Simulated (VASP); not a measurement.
Si5N:

```
Si N
1.0
     5.09285    0.00000    0.00000
    -2.54643    4.41054    0.00000
     0.00000    0.00000    4.70909
Si N
5 1
Direct
  0.66667 0.33333 0.00000
  0.33333 0.66667 0.00000
  0.00000 0.32306 0.50000
  0.67694 0.67694 0.50000
  0.32306 0.00000 0.50000
  0.00000 0.00000 0.00000
```

* Program: VASP 6.6.1
* Task: relaxation of cell and atoms
* Functional: PBE
* Potentials or basis: VASP PAW PBE potentials, release 64 (Si, N)
* Cutoff: 600 eV
* k mesh: 6 × 6 × 4
* Occupations: gaussian, width 0.1 eV
* Spin: no spin polarisation

At the start: pressure -16.8 GPa; volume 17.63 Å³/atom.

Q: How do energy, volume and symmetry change on relaxing?

A: Over 23 steps the energy falls by 749.3 meV/atom and the volume is 13.65 Å³/atom (-22.6 %); space group P-62m (No. 189, to 0.05 Å).

The path:
```csv
step,energy change (eV),largest force (eV/Å),pressure (GPa),volume (Å³)
1,0.0000,0.2137,-16.79,105.78
2,-1.9583,0.1095,-3.33,79.93
3,-1.9885,0.0887,-0.10,77.35
4,-1.9880,0.0843,0.61,76.84
5,-2.0015,0.1598,0.60,76.84
6,-2.0454,0.3746,1.03,76.78
7,-2.0615,0.5894,3.21,76.46
8,-2.0658,0.5757,3.14,76.58
9,-2.0768,0.5327,2.94,76.95
10,-2.0937,0.3913,2.62,77.66
11,-2.1575,0.1679,2.00,79.02
12,-2.3848,0.2396,-0.04,81.52
13,-3.6886,1.1300,-3.59,85.49
14,-0.5536,5.8926,13.34,88.40
15,-3.2966,3.3802,0.15,87.70
16,-3.8283,2.2006,-2.85,86.51
17,-3.8221,2.1108,-2.93,86.38
18,-4.3407,0.9353,-1.90,84.09
19,-4.4708,0.4542,-0.33,82.28
20,-4.4737,0.3229,0.20,81.82
21,-4.4743,0.3543,0.06,81.93
22,-4.4947,0.0838,-0.05,81.89
23,-4.4956,0.0146,-0.06,81.87
```

Final structure:
```cif
data_structure
_symmetry_space_group_name_H-M 'P 1'
_symmetry_Int_Tables_number 1
_cell_length_a 5.7136
_cell_length_b 5.7136
_cell_length_c 2.8959
_cell_angle_alpha 90.000
_cell_angle_beta 90.000
_cell_angle_gamma 120.000
_cell_volume 81.87
loop_
_atom_site_label
_atom_site_type_symbol
_atom_site_fract_x
_atom_site_fract_y
_atom_site_fract_z
_atom_site_occupancy
Si1 Si 0.66667 0.33333 0.00000 1
Si2 Si 0.33333 0.66667 0.00000 1
Si3 Si 0.00000 0.27732 0.50000 1
Si4 Si 0.72268 0.72268 0.50000 1
Si5 Si 0.27732 0.00000 0.50000 1
N1 N 0.00000 0.00000 0.00000 1
```

Caveat: the volume moved by over 15 % at a fixed basis, so the end points are rough.
